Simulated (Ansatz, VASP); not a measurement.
## One calculation of Ag, two programs

Contents of INCAR:

```
SYSTEM = Ag
  ALGO = Fast
  EDIFF = 1E-7
  ENCUT = 520
  GGA = PS
  ISIF = 2
  ISMEAR = 0
  LASPH = .TRUE.
  LCHARG = .FALSE.
  LREAL = .FALSE.
  LWAVE = .FALSE.
  NBANDS = 18
  NELM = 60
  PREC = Accurate
  SIGMA = 0.15
```

The input KPOINTS:

```
k-points
0
G
  18 18 10
  0 0 0
```

File POSCAR:

```
Ag
1.0
    2.9299980804      0.0000000000      0.0000000000
   -1.4649990402      2.5374527707      0.0000000000
    0.0000000000      0.0000000000      4.6103750000
Ag
2
Direct
    0.3333333333      0.6666666667      0.2500000000
    0.6666666667      0.3333333333      0.7500000000
```

Input for Ansatz:

```yaml
crystal:
  lattice:
    - [2.9299980804, 0.0, 0.0]
    - [-1.4649990402, 2.5374527707, 0.0]
    - [0.0, 0.0, 4.610375]
  atoms:
    - { symbol: Ag, position: [0.3333333333, 0.6666666667, 0.25] }
    - { symbol: Ag, position: [0.6666666667, 0.3333333333, 0.75] }
basis:
  ecutwfc: 420
kpoints:
  mp_grid: { grid: [18, 18, 10] }
hamiltonian:
  xc: pbesol
scf:
  occupations: { method: gaussian, width: 0.15 }
output:
  forces: true
  stress: true
  eigenvalues: true
  write_density: true
  write_potential: true
  elf: true
  volumetric_format: npy
```

Change from the starting cell: strain -0.0375 x Voigt [0, 0, 1, 0, 0, 0], atoms carried along.

Alike in both runs: task single point; functional PBEsol; k mesh 18 × 18 × 10; occupations gaussian, width 0.15 eV; no spin polarisation.

|  | VASP | Ansatz |
| --- | --- | --- |
| version | VASP 6.6.1 | Ansatz 0.2.0 |
| potentials or method | VASP PAW PBE potentials, release 64 (Ag), cutoff 520 eV | scalar-relativistic, plane waves, PAW |
| valence electrons in the cell | 22 | 38 |

VASP gave:

```
gap on the k mesh at the Fermi level (eV)                     : none
pressure (GPa)                                                : -2.8
traceless stress, the component that is largest in VASP (GPa) : 2.46
```

Task: Which values does Ansatz return?

Result: gap on the k mesh at the Fermi level (eV): none; pressure (GPa): -2.7; traceless stress, the component that is largest in VASP (GPa): 2.49.

VASP's potentials were made for PBE, not for PBEsol. A gap of «none» marks a metal or a gap that the smearing closes. The functional is the same, so the differences come from potentials, cutoffs and numerics. VASP's potentials hold 22 valence electrons a cell and Ansatz's 38, so a difference there can come from the potentials and not from the codes.
